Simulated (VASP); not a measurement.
# NiO in VASP: further runs

The runs below take NiO through single point, with PBE.

Program: VASP 6.6.1. These are calculated values, not measurements. Logs are shortened: lines on timing, memory, paths and dates and some standing lists are left out, and cuts for length are marked.

### 1 The cell of the first run

The structure is tetragonal, space group I4/mmm (No. 139). Conventional cell: a = 2.898 Å, b = 2.898 Å, c = 4.183 Å, α = 90.00°, β = 90.00°, γ = 90.00°. Ni (site symmetry 4/mmm) has 6 O at 2.05 to 2.09 Å within 2.7 Å. Within 2.7 Å of O (site symmetry 4/mmm) lie 6 Ni at 2.05 to 2.09 Å.

### 2 Single point, PBE, collinear spin, ferromagnetic start (equal xx and yy strain of -2 %)

File INCAR:

```
SYSTEM = NiO
ALGO     = Normal         ! electronic algorithm
EDIFF    = 1E-6           ! SCF threshold, eV
ENCUT    = 520            ! plane-wave cutoff, eV
GGA      = PE             ! functional
ISIF     = 2              ! what is computed and relaxed
ISMEAR   = -1             ! smearing method
ISPIN    = 2              ! spin polarisation
LASPH    = .True.         ! aspherical terms in the spheres
LCHARG   = .False.        ! write CHGCAR
LMAXMIX  = 4              ! l up to which the mixer works
LORBIT   = 11             ! projections on sites
LREAL    = .False.        ! projectors in reciprocal space
LWAVE    = .False.        ! write WAVECAR
MAGMOM   = 1.5 0          ! initial moments
NBANDS   = 19             ! bands
NELM     = 150            ! most SCF steps
PREC     = Accurate       ! precision mode
SIGMA    = 0.03           ! smearing width, eV
```

File KPOINTS:

```
k-points
0
Gamma
  17 17 17
  0 0 0
```

File POSCAR:

```
NiO
1.0
    0.0000000000      2.0494838000      2.0913100000
    2.0494838000      0.0000000000      2.0913100000
    2.0494838000      2.0494838000      0.0000000000
Ni O
1 1
Direct
    0.0000000000      0.0000000000      0.0000000000
    0.5000000000      0.5000000000      0.5000000000
```

Potentials or basis: VASP PAW PBE potentials, release 64 (Ni, O).

The run is started by

```sh
$ cat potpaw_PBE.64/Ni/POTCAR potpaw_PBE.64/O/POTCAR > POTCAR
$ mpirun -np 1 vasp_std > vasp.out
```

OUTCAR:

```text
SYSTEM = NiO
   EDIFF = 1E-6
   ENCUT = 520
   GGA = PE
   ISIF = 2
   ISMEAR = -1
   ISPIN = 2
   LASPH = .True.
   LORBIT = 11
   LREAL = .False.
   NELM = 150
   PREC = Accurate

 ion  position               nearest neighbor table
   1  0.000  0.000  0.000-   2 2.05   2 2.05   2 2.05   2 2.05   2 2.09   2 2.09
   2  0.500  0.500  0.500-   1 2.05   1 2.05   1 2.05   1 2.05   1 2.09   1 2.09

  LATTYP: Found a body centered tetragonal cell.
 ALAT       =     2.8984077858
 C/A-ratio  =     1.4430750636

  Lattice vectors:

 A1 = (  -2.0494838000,   0.0000000000,   2.0913100000)
 A2 = (   2.0494838000,   0.0000000000,   2.0913100000)
 A3 = (   0.0000000000,   2.0494838000,  -2.0913100000)

Analysis of symmetry for initial positions (statically):
=====================================================================
 Subroutine PRICEL returns:
 Original cell was already a primitive cell.

 Routine SETGRP: Setting up the symmetry group for a
 body centered tetragonal supercell.

 Subroutine GETGRP returns: Found 16 space group operations
 (whereof 16 operations were pure point group operations)
 out of a pool of 16 trial point group operations.

The static configuration has the point symmetry D_4h.

Analysis of symmetry for dynamics (positions and initial velocities):
=====================================================================
 Subroutine PRICEL returns:
 Original cell was already a primitive cell.

 Routine SETGRP: Setting up the symmetry group for a
 body centered tetragonal supercell.

 Subroutine GETGRP returns: Found 16 space group operations
 (whereof 16 operations were pure point group operations)
 out of a pool of 16 trial point group operations.

The dynamic configuration has the point symmetry D_4h.

Analysis of structural, dynamic, and magnetic symmetry:
=====================================================================
 Subroutine PRICEL returns:
 Original cell was already a primitive cell.

 Routine SETGRP: Setting up the symmetry group for a
 body centered tetragonal supercell.

 Subroutine GETGRP returns: Found 16 space group operations
 (whereof 16 operations were pure point group operations)
 out of a pool of 16 trial point group operations.

The overall configuration has the point symmetry D_4h.

 Subroutine INISYM returns: Found 16 space group operations
 (whereof 16 operations are pure point group operations),
 and found     1 'primitive' translations

----------------------------------------------------------------------------------------

                                     Primitive cell

  volume of cell :      17.5686

  direct lattice vectors                    reciprocal lattice vectors
     0.000000000  2.049483800  2.091310000    -0.243963870  0.243963870  0.239084593
     2.049483800  0.000000000  2.091310000     0.243963870 -0.243963870  0.239084593
     2.049483800  2.049483800  0.000000000     0.243963870  0.243963870 -0.239084593

  length of vectors
     2.928132743  2.928132743  2.898407786     0.419759672  0.419759672  0.419759672

  position of ions in fractional coordinates (direct lattice)
     0.000000000  0.000000000  0.000000000
     0.500000000  0.500000000  0.500000000

  ion indices of the primitive-cell ions
   primitive index   ion index
                 1           1
                 2           2

----------------------------------------------------------------------------------------

 KPOINTS: k-points

Automatic generation of k-mesh.
 Grid dimensions read from file:
 generate k-points for:   17   17   17

 Generating k-lattice:

  Cartesian coordinates                     Fractional coordinates (reciprocal lattice)
    -0.014350816  0.014350816  0.014063800     0.058823529  0.000000000  0.000000000
     0.014350816 -0.014350816  0.014063800     0.000000000  0.058823529  0.000000000
     0.014350816  0.014350816 -0.014063800    -0.000000000 -0.000000000  0.058823529

  Length of vectors
     0.024691745  0.024691745  0.024691745

  Shift w.r.t. Gamma in fractional coordinates (k-lattice)
     0.000000000  0.000000000  0.000000000

 Subroutine IBZKPT returns following result:
 ===========================================

 Found    405 irreducible k-points:

 Following reciprocal coordinates:
            Coordinates               Weight
  0.000000  0.000000  0.000000      1.000000
  0.058824  0.000000  0.000000      8.000000
  0.117647  0.000000  0.000000      8.000000
  0.176471  0.000000  0.000000      8.000000
  0.235294  0.000000  0.000000      8.000000
  0.294118  0.000000  0.000000      8.000000
[... 16 lines left out ...]
 -0.176471  0.058824  0.000000      8.000000
 -0.117647  0.058824  0.000000      8.000000
 [... further k-points ...]
   k-points           NKPTS =    405   k-points in BZ     NKDIM =    405   number of bands    NBANDS=     19
   number of dos      NEDOS =    301   number of ions     NIONS =      2
   total plane-waves  NPLWV =  13824
   dimension x,y,z NGX =    24 NGY =   24 NGZ =   24
   dimension x,y,z NGXF=    48 NGYF=   48 NGZF=   48
   ions per type =               1   1
   NGX,Y,Z   is equivalent  to a cutoff of  13.63, 13.63, 13.77 a.u.
   NGXF,Y,Z  is equivalent  to a cutoff of  27.25, 27.25, 27.53 a.u.
 SYSTEM =  NiO
   PREC   = accura    normal or accurate (medium, high low for compatibility)
   ISTART =      0    job   : 0-new  1-cont  2-samecut
   ICHARG =      2    charge: 1-file 2-atom 10-const
   ISPIN  =      2    spin polarized calculation?
   LNONCOLLINEAR =      F non collinear calculations
   LSORBIT =      F    spin-orbit coupling
   LASPH  =      T    aspherical Exc in radial PAW
   ENCUT  =  520.0 eV  38.22 Ry    6.18 a.u.   5.44  5.44  5.39*2*pi/ulx,y,z
   NELM   =    150;   NELMIN=  2; NELMDL= -5     # of ELM steps
   EDIFF  = 0.1E-05   stopping-criterion for ELM
   LREAL  =      F    real-space projection
   EDIFFG = 0.1E-04   stopping-criterion for IOM
   NSW    =      0    number of steps for IOM
   IBRION =     -1    ionic relax: 0-MD 1-quasi-New 2-CG
   NFREE  =      0    steps in history (QN), initial steepest desc. (CG)
   ISIF   =      2    stress and relaxation
   ISYM   =      2    0-nonsym 1-usesym 2-fastsym
   POTIM  = 0.5000    time-step for ionic-motion
   TEBEG  =    0.0;   TEEND  =   0.0 temperature during run
   PSTRESS=    0.0 pullay stress
   NELECT =      16.0000    total number of electrons
   NUPDOWN=      -1.0000    fix difference up-down
   EMIN   =  10.00;   EMAX   =-10.00  energy-range for DOS
   EFERMI =   0.00;   METHOD = LEGACY
   ISMEAR =    -1;   SIGMA  =   0.03  broadening in eV -4-tet -1-fermi 0-gaus
   EFERMI_NEDOS =   21; number of points for ismear=-14 and -15
   IALGO  =     38    algorithm
   IMIX   =      4    mixing-type and parameters
     AMIX     =   0.40;   BMIX     =  1.00
     AMIX_MAG =   1.60;   BMIX_MAG =  1.00
  volume/ion in A,a.u.               =       8.78        59.28
  Fermi-wavevector in a.u.,A,eV,Ry     =   1.586849  2.998710 34.260706  2.518091
  Thomas-Fermi vector in A             =   2.686097
   LORBIT       =     11    0 simple, 1 ext, 2 COOP (PROOUT), +10 PAW based schemes
   GGA     = PE    functional components
   LHFCALC =     F    Hartree Fock is set to
   AEXX    =    0.0000 exact exchange contribution
   IVDW    =     0    specifies the selected vdW correction
   LEPSILON=     F    determine dielectric tensor
   LRPA    =     F    only Hartree local field effects (RPA)
 spin polarized calculation
  energy-cutoff  :      520.00
  volume of cell :       17.57
 maximum number of plane-waves:       497
 NGX is ok and might be reduce to    24
   NGX = 11   NGY = 11   NGZ = 11

 number of electron      15.9999990 magnetization       1.5766930

 Free energy of the ion-electron system (eV)
  ---------------------------------------------------
  ext. energy  EPLUGINS =         0.00000000
  ---------------------------------------------------
  free energy    TOTEN  =       -11.43776591 eV

  energy without entropy =      -11.43369126  energy(sigma->0) =      -11.43572858

 E-fermi :   8.4790     XC(G=0): -12.8929

 val. band max:        8.4775236461   @ k =  -0.1765   0.1765   0.0000
 cond. band min:       8.4807094491   @ k =  -0.4118   0.0588   0.0000
 fundamental gap:      0.0031858030
 Fermi energy:         8.4790218477

 spin component 1

 k-point     1 :       0.0000    0.0000    0.0000
  band No.  band energies     occupation
      1     -12.3071      1.00000
      2       5.2382      1.00000
      3       5.2382      1.00000
      4       5.3012      1.00000
      5       5.3858      1.00000
      6       5.4050      1.00000
[... 11 lines left out ...]
     18      34.4159      0.00000
     19      35.2691      0.00000

 k-point     2 :       0.0588    0.0000    0.0000
  band No.  band energies     occupation
      1     -12.2650      1.00000
      2       4.7374      1.00000
      3       4.7654      1.00000
      4       4.8444      1.00000
      5       5.6961      1.00000
      6       5.7603      1.00000
[... 11 lines left out ...]
     18      35.1393      0.00000
     19      35.9683      0.00000

 k-point     3 :       0.1176    0.0000    0.0000
  band No.  band energies     occupation
      1     -12.1421      1.00000
      2       4.0498      1.00000
      3       4.1881      1.00000
      4       4.2308      1.00000
      5       5.7935      1.00000
      6       5.8620      1.00000
[... 434 lines left out ...]
      1     -11.8342      1.00000
      2       2.6549      1.00000
      3       3.3379      1.00000
      4       3.8118      1.00000
      5       5.9067      1.00000
      6       6.0135      1.00000
[... 11 lines left out ...]
     18      38.0780      0.00000
     19      40.2307      0.00000

 k-point    24 :      -0.1176    0.0588    0.0000
  band No.  band energies     occupation
      1     -12.0458      1.00000
      2       3.4581      1.00000
      3       3.7709      1.00000
      4       4.3661      1.00000
      5       5.7288      1.00000
      6       5.9159      1.00000
[... 11 lines left out ...]
     18      36.4653      0.00000
     19      38.8619      0.00000

 [... further k-points ...]

 spin component 2

 k-point     1 :       0.0000    0.0000    0.0000
  band No.  band energies     occupation
      1     -11.9307      1.00000
      2       5.6664      1.00000
      3       5.6664      1.00000
      4       5.7612      1.00000
      5       6.4480      1.00000
      6       6.5520      1.00000
[... 11 lines left out ...]
     18      34.9777      0.00000
     19      35.8183      0.00000

 k-point     2 :       0.0588    0.0000    0.0000
  band No.  band energies     occupation
      1     -11.8876      1.00000
      2       5.2931      1.00000
      3       5.4759      1.00000
      4       5.5349      1.00000
      5       6.5389      1.00000
      6       6.6071      1.00000
[... 11 lines left out ...]
     18      35.6869      0.00000
     19      36.5063      0.00000

 k-point     3 :       0.1176    0.0000    0.0000
  band No.  band energies     occupation
      1     -11.7618      1.00000
      2       4.4894      1.00000
      3       5.0713      1.00000
      4       5.1176      1.00000
      5       6.6735      1.00000
      6       6.7133      1.00000
[... 434 lines left out ...]
      1     -11.4462      1.00000
      2       3.1146      1.00000
      3       4.3514      1.00000
      4       4.5476      1.00000
      5       6.8013      1.00000
      6       7.0451      1.00000
[... 11 lines left out ...]
     18      38.5804      0.00000
     19      40.7811      0.00000

 k-point    24 :      -0.1176    0.0588    0.0000
  band No.  band energies     occupation
      1     -11.6632      1.00000
      2       3.9816      1.00000
      3       4.7665      1.00000
      4       4.9800      1.00000
      5       6.6764      1.00000
      6       6.8971      1.00000
[... 11 lines left out ...]
     18      36.9833      0.00000
     19      39.4058      0.00000

 [... further k-points ...]
[... 5 lines left out ...]
  --------------------------------------------------------------------------------------
  -------------------------------------------------------------------------------------
  Total        1.4033435      1.4033435      1.1129551      0.0000000      0.0000000      0.0000000
  in kB      127.9785487    127.9785487    101.4964480      0.0000000      0.0000000      0.0000000
  external PRESSURE =     119.1511818 kB  Pullay stress =       0.0000000 kB

 VOLUME and BASIS-vectors are now :
 -----------------------------------------------------------------------------
  energy-cutoff  :      520.00
  volume of cell :       17.57
      direct lattice vectors                 reciprocal lattice vectors
     0.000000000  2.049483800  2.091310000    -0.243963870  0.243963870  0.239084593
     2.049483800  0.000000000  2.091310000     0.243963870 -0.243963870  0.239084593
     2.049483800  2.049483800  0.000000000     0.243963870  0.243963870 -0.239084593

 POSITION                                       TOTAL-FORCE (eV/Angst)
 -----------------------------------------------------------------------------------
      0.00000      0.00000      0.00000         0.000000     -0.000000      0.000000
      2.04948      2.04948      2.09131        -0.000000      0.000000     -0.000000
 -----------------------------------------------------------------------------------
    total drift:                                0.000000     -0.000000     -0.000000

  FREE ENERGIE OF THE ION-ELECTRON SYSTEM (eV)
  ---------------------------------------------------
  free  energy   TOTEN  =       -11.4377659080 eV

  energy  without entropy=      -11.4336912600  energy(sigma->0) =      -11.43572858

 total charge

# of ion       s       p       d       tot
------------------------------------------
    1        0.344   0.433   8.289   9.065
    2        1.558   3.435   0.000   4.993
--------------------------------------------------
tot          1.902   3.868   8.289  14.058

 magnetization (x)

# of ion       s       p       d       tot
------------------------------------------
    1        0.012   0.015   1.283   1.310
    2        0.028   0.201   0.000   0.229
--------------------------------------------------
tot          0.040   0.216   1.283   1.539
```

Wall time 3.4 min (1 thread of Intel Xeon Platinum 8375C at 2.90GHz (Ice Lake), shared host); peak memory 0.31 GiB.

Results:

| Item | Value |
| --- | --- |
| Free energy | -11.4378 eV |
| Pressure | 11.9 GPa |
| Net moment | 1.58 μB per cell |
| Site moments | Ni +1.31; O +0.23 μB |
| Valence electrons inside the program's atomic spheres | Ni 9.06; O 4.99 |

Stress tensor (GPa, compression positive):
```
12.80  0.00  0.00
 0.00 12.80  0.00
 0.00  0.00 10.15
```

Caveat: the cell differs from its parent crystal (equal xx and yy strain of -2 %); a cell with one magnetic atom can't hold antiferromagnetic order, which such compounds often take; semilocal functionals often make such compounds metallic where correlation or magnetic order opens a gap, which also shifts bond lengths.

(Part 1 of 2 ends here.)
